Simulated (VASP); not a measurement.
# CdBi3O (Pm-3m) in VASP: a series of runs

CdBi3O is run at these levels: PBE; tasks: single point, relaxation of cell and atoms.

All numbers are computed with VASP 6.6.1; they aren't measurements. Logs are shortened: lines on timing, memory, paths and dates and some standing lists are left out, and cuts for length are marked.

## 1. The cell of the first run

Symmetry: Pm-3m, No. 221, cubic system. Conventional cell: a = 5.022 Å, b = 5.022 Å, c = 5.022 Å, α = 90.00°, β = 90.00°, γ = 90.00°. Cd (site symmetry m-3m) has 12 Bi at 3.55 Å and 8 O at 4.35 Å within 4.7 Å. Within 3.3 Å of Bi (site symmetry 4/mmm) lie 2 O at 2.51 Å. Within 3.3 Å of O (site symmetry m-3m) lie 6 Bi at 2.51 Å.

The cell was generated, and may not be a known phase.

## 2. Single point, PBE

File INCAR:

```
SYSTEM = CdBi3O
  PREC = Accurate
  ENCUT = 600
  EDIFF = 1E-6
  ISMEAR = 0
  SIGMA = 0.1
  LREAL = .FALSE.
  LASPH = .TRUE.
  NELM = 120
  ALGO = Normal
  ISIF = 2
  LWAVE = .FALSE.
  LCHARG = .TRUE.
  GGA = PE
  LELF = .TRUE.
  LVHAR = .TRUE.
  NBANDS = 40
  GGA_COMPAT = .FALSE.
```

File KPOINTS:

```
regular mesh
0
G
  8 8 8
  0 0 0
```

File POSCAR:

```
CdBi3O
1.0
    5.0223806027      0.0000000000      0.0000000000
    0.0000000000      5.0223806027      0.0000000000
    0.0000000000      0.0000000000      5.0223806027
Cd Bi O
1 3 1
Direct
    0.5000000000      0.5000000000      0.5000000000
    0.5000000000      0.0000000000      0.0000000000
    0.0000000000      0.5000000000      0.0000000000
    0.0000000000      0.0000000000      0.5000000000
    0.0000000000      0.0000000000      0.0000000000
```

Potentials or basis: VASP PAW PBE potentials, release 64 (Cd, Bi_d, O).

On the command line:

```sh
$ cat potpaw_PBE.64/Cd/POTCAR potpaw_PBE.64/Bi_d/POTCAR potpaw_PBE.64/O/POTCAR > POTCAR
$ mpirun -np 1 vasp_std > vasp.out
```

OUTCAR:

```text
SYSTEM = CdBi3O
   PREC = Accurate
   ENCUT = 600
   EDIFF = 1E-6
   ISMEAR = 0
   LREAL = .FALSE.
   LASPH = .TRUE.
   NELM = 120
   ISIF = 2
   GGA = PE

 ion  position               nearest neighbor table
   1  0.500  0.500  0.500-   2 3.55   3 3.55   4 3.55   2 3.55   3 3.55   2 3.55   4 3.55   2 3.55
                             3 3.55   4 3.55   3 3.55   4 3.55
   2  0.500  0.000  0.000-   5 2.51   5 2.51   4 3.55   1 3.55   1 3.55   4 3.55   1 3.55   3 3.55
                             1 3.55   3 3.55   4 3.55   3 3.55   4 3.55   3 3.55
   3  0.000  0.500  0.000-   5 2.51   5 2.51   4 3.55   1 3.55   1 3.55   4 3.55   2 3.55   4 3.55
                             2 3.55   4 3.55   1 3.55   2 3.55   1 3.55   2 3.55
   4  0.000  0.000  0.500-   5 2.51   5 2.51   3 3.55   1 3.55   2 3.55   3 3.55   2 3.55   1 3.55
                             3 3.55   3 3.55   1 3.55   2 3.55   2 3.55   1 3.55
   5  0.000  0.000  0.000-   2 2.51   3 2.51   4 2.51   4 2.51   3 2.51   2 2.51

  LATTYP: Found a simple cubic cell.
 ALAT       =     5.0223806027

  Lattice vectors:

 A1 = (   5.0223806027,   0.0000000000,   0.0000000000)
 A2 = (   0.0000000000,   5.0223806027,   0.0000000000)
 A3 = (   0.0000000000,   0.0000000000,   5.0223806027)

Analysis of symmetry for initial positions (statically):
=====================================================================
 Subroutine PRICEL returns:
 Original cell was already a primitive cell.

 Routine SETGRP: Setting up the symmetry group for a
 simple cubic supercell.

 Subroutine GETGRP returns: Found 48 space group operations
 (whereof 48 operations were pure point group operations)
 out of a pool of 48 trial point group operations.

The static configuration has the point symmetry O_h .

Analysis of symmetry for dynamics (positions and initial velocities):
=====================================================================
 Subroutine PRICEL returns:
 Original cell was already a primitive cell.

 Routine SETGRP: Setting up the symmetry group for a
 simple cubic supercell.

 Subroutine GETGRP returns: Found 48 space group operations
 (whereof 48 operations were pure point group operations)
 out of a pool of 48 trial point group operations.

The dynamic configuration has the point symmetry O_h .

 Subroutine INISYM returns: Found 48 space group operations
 (whereof 48 operations are pure point group operations),
 and found     1 'primitive' translations

----------------------------------------------------------------------------------------

                                     Primitive cell

  volume of cell :     126.6861

  direct lattice vectors                    reciprocal lattice vectors
     5.022380603  0.000000000  0.000000000     0.199108765  0.000000000  0.000000000
     0.000000000  5.022380603  0.000000000     0.000000000  0.199108765  0.000000000
     0.000000000  0.000000000  5.022380603     0.000000000  0.000000000  0.199108765

  length of vectors
     5.022380603  5.022380603  5.022380603     0.199108765  0.199108765  0.199108765

  position of ions in fractional coordinates (direct lattice)
     0.500000000  0.500000000  0.500000000
     0.500000000  0.000000000  0.000000000
     0.000000000  0.500000000  0.000000000
     0.000000000  0.000000000  0.500000000
     0.000000000  0.000000000  0.000000000

  ion indices of the primitive-cell ions
   primitive index   ion index
                 1           1
                 2           2
                 3           3
                 4           4
                 5           5

----------------------------------------------------------------------------------------

 KPOINTS: regular mesh

Automatic generation of k-mesh.
 Grid dimensions read from file:
 generate k-points for:    8    8    8

 Generating k-lattice:

  Cartesian coordinates                     Fractional coordinates (reciprocal lattice)
     0.024888596  0.000000000  0.000000000     0.125000000  0.000000000  0.000000000
     0.000000000  0.024888596  0.000000000     0.000000000  0.125000000  0.000000000
     0.000000000  0.000000000  0.024888596     0.000000000  0.000000000  0.125000000

  Length of vectors
     0.024888596  0.024888596  0.024888596

  Shift w.r.t. Gamma in fractional coordinates (k-lattice)
     0.000000000  0.000000000  0.000000000

 Subroutine IBZKPT returns following result:
 ===========================================

 Found     35 irreducible k-points:

 Following reciprocal coordinates:
            Coordinates               Weight
  0.000000  0.000000  0.000000      1.000000
  0.125000  0.000000  0.000000      6.000000
  0.250000  0.000000  0.000000      6.000000
  0.375000  0.000000  0.000000      6.000000
  0.500000  0.000000  0.000000      3.000000
  0.125000  0.125000  0.000000     12.000000
[... 16 lines left out ...]
  0.375000  0.375000  0.125000     24.000000
  0.500000  0.375000  0.125000     24.000000
 [... further k-points ...]
   k-points           NKPTS =     35   k-points in BZ     NKDIM =     35   number of bands    NBANDS=     40
   number of dos      NEDOS =    301   number of ions     NIONS =      5
   total plane-waves  NPLWV =  64000
   dimension x,y,z NGX =    40 NGY =   40 NGZ =   40
   dimension x,y,z NGXF=    80 NGYF=   80 NGZF=   80
   ions per type =               1   3   1
   NGX,Y,Z   is equivalent  to a cutoff of  13.24, 13.24, 13.24 a.u.
   NGXF,Y,Z  is equivalent  to a cutoff of  26.48, 26.48, 26.48 a.u.
 SYSTEM =  CdBi3O
   PREC   = accura    normal or accurate (medium, high low for compatibility)
   ISTART =      0    job   : 0-new  1-cont  2-samecut
   ICHARG =      2    charge: 1-file 2-atom 10-const
   ISPIN  =      1    spin polarized calculation?
   LNONCOLLINEAR =      F non collinear calculations
   LSORBIT =      F    spin-orbit coupling
   LASPH  =      T    aspherical Exc in radial PAW
   ENCUT  =  600.0 eV  44.10 Ry    6.64 a.u.  10.03 10.03 10.03*2*pi/ulx,y,z
   NELM   =    120;   NELMIN=  2; NELMDL= -5     # of ELM steps
   EDIFF  = 0.1E-05   stopping-criterion for ELM
   LREAL  =      F    real-space projection
   EDIFFG = 0.1E-04   stopping-criterion for IOM
   NSW    =      0    number of steps for IOM
   IBRION =     -1    ionic relax: 0-MD 1-quasi-New 2-CG
   NFREE  =      0    steps in history (QN), initial steepest desc. (CG)
   ISIF   =      2    stress and relaxation
   ISYM   =      2    0-nonsym 1-usesym 2-fastsym
   POTIM  = 0.5000    time-step for ionic-motion
   TEBEG  =    0.0;   TEEND  =   0.0 temperature during run
   PSTRESS=    0.0 pullay stress
   NELECT =      63.0000    total number of electrons
   NUPDOWN=      -1.0000    fix difference up-down
   EMIN   =  10.00;   EMAX   =-10.00  energy-range for DOS
   EFERMI =   0.00;   METHOD = LEGACY
   ISMEAR =     0;   SIGMA  =   0.10  broadening in eV -4-tet -1-fermi 0-gaus
   EFERMI_NEDOS =   21; number of points for ismear=-14 and -15
   IALGO  =     38    algorithm
   IMIX   =      4    mixing-type and parameters
     AMIX     =   0.40;   BMIX     =  1.00
     AMIX_MAG =   1.60;   BMIX_MAG =  1.00
  volume/ion in A,a.u.               =      25.34       170.98
  Fermi-wavevector in a.u.,A,eV,Ry     =   1.297016  2.451005 22.888414  1.682251
  Thomas-Fermi vector in A             =   2.428436
   LORBIT       =      0    0 simple, 1 ext, 2 COOP (PROOUT), +10 PAW based schemes
   GGA     = PE    functional components
   LHFCALC =     F    Hartree Fock is set to
   AEXX    =    0.0000 exact exchange contribution
   IVDW    =     0    specifies the selected vdW correction
   LEPSILON=     F    determine dielectric tensor
   LRPA    =     F    only Hartree local field effects (RPA)
 non-spin polarized calculation
 Gauss-broadening in eV      SIGMA  =   0.10
  energy-cutoff  :      600.00
  volume of cell :      126.69
 maximum number of plane-waves:      4260
   NGX = 21   NGY = 21   NGZ = 21

 number of electron      63.0000035 magnetization

 Free energy of the ion-electron system (eV)
  ---------------------------------------------------
  ext. energy  EPLUGINS =         0.00000000
  ---------------------------------------------------
  free energy    TOTEN  =       -17.60190106 eV

  energy without entropy =      -17.58271832  energy(sigma->0) =      -17.59230969

 E-fermi :   6.4841     XC(G=0): -10.3139

 val. band max:        6.4818316167   @ k =   0.2500   0.1250   0.0000
 cond. band min:       6.4923397228   @ k =   0.3750   0.2500   0.2500
 fundamental gap:      0.0105081061
 Fermi energy:         6.4841029915

 k-point     1 :       0.0000    0.0000    0.0000
  band No.  band energies     occupation
      1     -16.9852      2.00000
      2     -16.7974      2.00000
      3     -16.7974      2.00000
      4     -16.7974      2.00000
      5     -16.6720      2.00000
      6     -16.6720      2.00000
[... 32 lines left out ...]
     39      11.4210      0.00000
     40      12.2416      0.00000

 k-point     2 :       0.1250    0.0000    0.0000
  band No.  band energies     occupation
      1     -16.9729      2.00000
      2     -16.7970      2.00000
      3     -16.7905      2.00000
      4     -16.7905      2.00000
      5     -16.6773      2.00000
      6     -16.6719      2.00000
[... 32 lines left out ...]
     39      11.9218      0.00000
     40      12.2976      0.00000

 k-point     3 :       0.2500    0.0000    0.0000
  band No.  band energies     occupation
      1     -16.9408      2.00000
      2     -16.7959      2.00000
      3     -16.7706      2.00000
      4     -16.7706      2.00000
      5     -16.6924      2.00000
      6     -16.6716      2.00000
[... 32 lines left out ...]
     39      12.4595      0.00000
     40      12.5217      0.00000

 k-point     4 :       0.3750    0.0000    0.0000
  band No.  band energies     occupation
      1     -16.9032      2.00000
      2     -16.7948      2.00000
      3     -16.7404      2.00000
      4     -16.7404      2.00000
      5     -16.7128      2.00000
      6     -16.6713      2.00000
[... 32 lines left out ...]
     39      11.7505      0.00000
     40      11.7505      0.00000
[... 772 lines left out ...]
     39      11.2050      0.00000
     40      12.0824      0.00000

 k-point    23 :       0.3750    0.3750    0.1250
  band No.  band energies     occupation
      1     -16.8212      2.00000
      2     -16.7461      2.00000
      3     -16.7442      2.00000
      4     -16.7397      2.00000
      5     -16.7251      2.00000
      6     -16.6976      2.00000
[... 32 lines left out ...]
     39      11.5643      0.00000
     40      12.8704      0.00000

 k-point    24 :       0.5000    0.3750    0.1250
  band No.  band energies     occupation
      1     -16.8021      2.00000
      2     -16.7535      2.00000
      3     -16.7410      2.00000
      4     -16.7387      2.00000
      5     -16.7063      2.00000
      6     -16.7056      2.00000
[... 32 lines left out ...]
     39      12.3078      0.00000
     40      12.5659      0.00000

 [... further k-points ...]
[... 5 lines left out ...]
  --------------------------------------------------------------------------------------
  -------------------------------------------------------------------------------------
  Total       -0.0030336     -0.0030336     -0.0030336     -0.0000000      0.0000000     -0.0000000
  in kB       -0.0383655     -0.0383655     -0.0383655     -0.0000000      0.0000000     -0.0000000
  external PRESSURE =      -0.0383655 kB  Pullay stress =       0.0000000 kB

 VOLUME and BASIS-vectors are now :
 -----------------------------------------------------------------------------
  energy-cutoff  :      600.00
  volume of cell :      126.69
      direct lattice vectors                 reciprocal lattice vectors
     5.022380603  0.000000000  0.000000000     0.199108765  0.000000000  0.000000000
     0.000000000  5.022380603  0.000000000     0.000000000  0.199108765  0.000000000
     0.000000000  0.000000000  5.022380603     0.000000000  0.000000000  0.199108765

 POSITION                                       TOTAL-FORCE (eV/Angst)
 -----------------------------------------------------------------------------------
      2.51119      2.51119      2.51119         0.000000      0.000000      0.000000
      2.51119      0.00000      0.00000         0.000000      0.000000      0.000000
      0.00000      2.51119      0.00000         0.000000      0.000000      0.000000
      0.00000      0.00000      2.51119         0.000000      0.000000      0.000000
      0.00000      0.00000      0.00000         0.000000      0.000000      0.000000
 -----------------------------------------------------------------------------------
    total drift:                               -0.000000      0.000000     -0.000000

  FREE ENERGIE OF THE ION-ELECTRON SYSTEM (eV)
  ---------------------------------------------------
  free  energy   TOTEN  =       -17.6019010642 eV

  energy  without entropy=      -17.5827183189  energy(sigma->0) =      -17.59230969
```

Run time: 1.8 min. Hardware: 1 thread of Intel Xeon Platinum 8559C (Emerald Rapids), shared host; peak memory 0.36 GiB.

Results:

```
Free energy            : -17.6019 eV
Pressure               : 0.0 GPa
Band gap on the k mesh : zero (an odd number of electrons rules out a gap without spin polarisation)
```

Caveat: spin-orbit coupling is left out, which moves the levels of the heavy elements.

## 3. Relaxation of cell and atoms, PBE

This run uses another cell than the first one, of 25.07 Å³/atom.

File INCAR:

```
SYSTEM = CdBi3O
PREC = Accurate
ENCUT = 600
EDIFF = 1E-7
ISMEAR = 0
SIGMA = 0.1
LREAL = .FALSE.
LASPH = .TRUE.
NELM = 120
ALGO = Normal
ISIF = 3
LWAVE = .FALSE.
LCHARG = .FALSE.
GGA = PE
IBRION = 2
NSW = 100
EDIFFG = -0.01
GGA_COMPAT = .FALSE.
NELMIN = 4
```

File KPOINTS:

```
Automatic mesh
0
G
  8 8 8
  0 0 0
```

Changes to POSCAR since step 2:

```diff
@@ -2,5 +2,5 @@
 1.0
-    5.0223806027      0.0000000000      0.0000000000
-    0.0000000000      5.0223806027      0.0000000000
-    0.0000000000      0.0000000000      5.0223806027
+    5.0044951392      0.0000000000      0.0000000000
+    0.0000000000      5.0044951392      0.0000000000
+    0.0000000000      0.0000000000      5.0044951392
 Cd Bi O
```

Potentials or basis: VASP PAW PBE potentials, release 64 (Cd, Bi_d, O).

On the command line:

```sh
$ cat potpaw_PBE.64/Cd/POTCAR potpaw_PBE.64/Bi_d/POTCAR potpaw_PBE.64/O/POTCAR > POTCAR
$ mpirun -np 1 vasp_std > vasp.out
```

Run time: 4.1 min. Hardware: 1 thread of Intel Xeon Platinum 8559C (Emerald Rapids), shared host; peak memory 0.37 GiB.

It converged, with:

```
Free energy                           : -17.6012 eV
Relaxed volume                        : 25.34 Å³/atom
Relaxed cell                          : a = 5.022 Å, b = 5.022 Å, c = 5.022 Å, α = 90.00°, β = 90.00°, γ = 90.00°
Space group after relaxing (to 0.1 Å) : Pm-3m (No. 221)
Energy gained by relaxing             : 0.5 meV/atom
Ionic steps                           : 3
Pressure after relaxing               : 0.0 GPa
Band gap on the k mesh                : zero (an odd number of electrons rules out a gap without spin polarisation)
```

The path:
```csv
step,energy change (eV),largest force (eV/Å),pressure (GPa),volume (Å³)
1,0.0000,0.0000,0.66,125.34
2,-0.0023,0.0000,-0.27,127.22
3,-0.0027,0.0000,0.00,126.68
```

Final structure:
```cif
data_structure
_symmetry_space_group_name_H-M 'P 1'
_symmetry_Int_Tables_number 1
_cell_length_a 5.0223
_cell_length_b 5.0223
_cell_length_c 5.0223
_cell_angle_alpha 90.000
_cell_angle_beta 90.000
_cell_angle_gamma 90.000
_cell_volume 126.68
loop_
_atom_site_label
_atom_site_type_symbol
_atom_site_fract_x
_atom_site_fract_y
_atom_site_fract_z
_atom_site_occupancy
Cd1 Cd 0.50000 0.50000 0.50000 1
Bi1 Bi 0.50000 0.00000 0.00000 1
Bi2 Bi 0.00000 0.50000 0.00000 1
Bi3 Bi 0.00000 0.00000 0.50000 1
O1 O 0.00000 0.00000 0.00000 1
```

Levels at points of the mesh, in eV from the Fermi level:
| k point | band 28 | band 29 | band 30 | band 31 | band 32 | band 33 | band 34 | band 35 | band 36 | band 37 |
| --- | --- | --- | --- | --- | --- | --- | --- | --- | --- | --- |
| (0.00, 0.00, 0.00) | -1.73 | -1.52 | -1.52 | -1.52 | 0.52 | 0.52 | 0.52 | 4.61 | 4.61 | 4.61 |
| (0.50, 0.00, 0.00) | -2.90 | -1.51 | -1.51 | -0.62 | -0.25 | -0.25 | 0.93 | 2.65 | 2.83 | 4.42 |
| (0.50, 0.50, 0.00) | -2.95 | -1.55 | -1.55 | -0.76 | -0.76 | -0.49 | 0.63 | 2.30 | 2.76 | 3.09 |
| (0.50, 0.50, 0.50) | -2.86 | -2.86 | -2.86 | -2.70 | -2.03 | 2.87 | 2.87 | 3.46 | 3.46 | 3.46 |

Caveat: spin-orbit coupling is left out, which moves the levels of the heavy elements.
